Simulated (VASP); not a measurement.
**ZnSe: single point with PBE**

ZnSe:

```
Zn Se
1.0
     0.00000    2.83380    2.83380
     2.83380    0.00000    2.83380
     2.83380    2.83380    0.00000
Zn Se
1 1
Direct
  0.00000 0.00000 0.00000
  0.75000 0.75000 0.75000
```

```
Program             : VASP 6.6.1
Task                : single point
Functional          : PBE
Potentials or basis : VASP PAW PBE potentials, release 64 (Zn, Se)
Cutoff              : 500 eV
k mesh              : 2 × 2 × 2
Occupations         : gaussian, width 0.01 eV
Spin                : no spin polarisation
```

* Pressure: 8.2 GPa
* Band gap on the k mesh: 1.16 eV

Levels at points of the mesh, in eV from the valence-band top:
| k point | band 7 | band 8 | band 9 | band 10 | band 11 | band 12 |
| --- | --- | --- | --- | --- | --- | --- |
| (0.00, 0.00, 0.00) | 0.00 | 0.00 | 0.00 | 1.16 | 5.56 | 5.56 |
| (0.50, 0.00, 0.00) | -5.36 | -0.90 | -0.90 | 2.37 | 6.15 | 6.15 |
| (0.50, 0.50, 0.00) | -4.95 | -2.25 | -2.25 | 2.79 | 3.28 | 10.78 |

Wall time 3.1 s on 1 thread of AMD EPYC 9R45 96-Core Processor (Zen 5), with other jobs on the host, peak memory 0.13 GiB.

Caveat: the k points lie up to 0.96 Å⁻¹ apart, too coarse for converged energies, forces and pressures.
